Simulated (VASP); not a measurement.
Crystal: TmHOs.

```
Tm H Os
1.0
     3.35190    0.00000    0.00000
     0.00000    3.35190    0.00000
     0.00000    0.00000    3.65939
Tm H Os
1 1 1
Direct
  0.50000 0.50000 0.50000
  0.00000 0.00000 0.50000
  0.00000 0.00000 0.00000
```

The cell was generated, and may not be a known phase.

```yaml
Program: VASP 6.6.1
Task: relaxation of cell and atoms
Functional: PBE
Potentials_or_basis: VASP PAW PBE potentials, release 64 (Tm_3, H, Os), 4f in core
Cutoff: 600 eV
k_mesh: 10 × 10 × 10
Occupations: gaussian, width 0.1 eV
Spin: no spin polarisation
```

At the start: pressure 0.2 GPa; volume 13.70 Å³/atom.

Question: How do energy, volume and symmetry change on relaxing?

Answer: Over 8 steps the energy falls by 3.6 meV/atom and the volume is 13.83 Å³/atom (+0.9 %); space group P4/mmm (No. 123, to 0.1 Å) before and after.

The path:
```
step  energy change (eV)  largest force (eV/Å)  pressure (GPa)  volume (Å³)
   1              0.0000                0.0000            0.21        41.11
   2             -0.0054                0.0000            0.16        41.22
   3             -0.0102                0.0000            0.15        41.52
   4             -0.0108                0.0000            0.13        41.44
   5             -0.0108                0.0000            0.12        41.45
   6             -0.0108                0.0000            0.14        41.46
   7             -0.0107                0.0000           -0.28        41.57
   8             -0.0108                0.0000            0.01        41.49
```

Final structure:
```
CELL_PARAMETERS angstrom
3.40922 0.00000 0.00000
0.00000 3.40922 0.00000
0.00000 0.00000 3.56982
ATOMIC_POSITIONS crystal
Tm 0.50000 0.50000 0.50000
H 0.00000 0.00000 0.50000
Os 0.00000 0.00000 0.00000
```
